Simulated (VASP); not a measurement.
GaSb:

```
CELL_PARAMETERS angstrom
0.00000 3.00456 3.11687
3.00456 0.00000 3.11687
3.00456 3.00456 0.00000
ATOMIC_POSITIONS crystal
Ga 0.00000 0.00000 0.00000
Sb 0.25000 0.25000 0.25000
```

This cell differs from its parent crystal: epitaxial xy strain -2.0%.

Base run:

- Program: VASP 6.6.1
- Functional: r2SCAN
- Potentials or basis: VASP PAW PBE potentials, release 64 (Ga_d, Sb)
- Cutoff: 520 eV
- k mesh: 8 × 8 × 8
- Occupations: fermi-dirac, width 0.02 eV
- Spin: no spin polarisation

Its results: band gap on the k mesh 0.49 eV, direct; pressure 1.4 GPa.

Question: The run is repeated on the same cell with these changes: functional from r2SCAN to PBE. What comes out?

Answer: Band gap on the k mesh 0.07 eV, direct; pressure 3.4 GPa.

r2SCAN gives the wider gap, since meta-GGAs in the generalised Kohn-Sham scheme recover part of the derivative discontinuity.

Caveats: spin-orbit coupling is left out, which moves the levels of the heavy elements; the PAW data sets were made with another functional, which shifts forces and pressure a little (some runs).

A k mesh can miss the band edges.
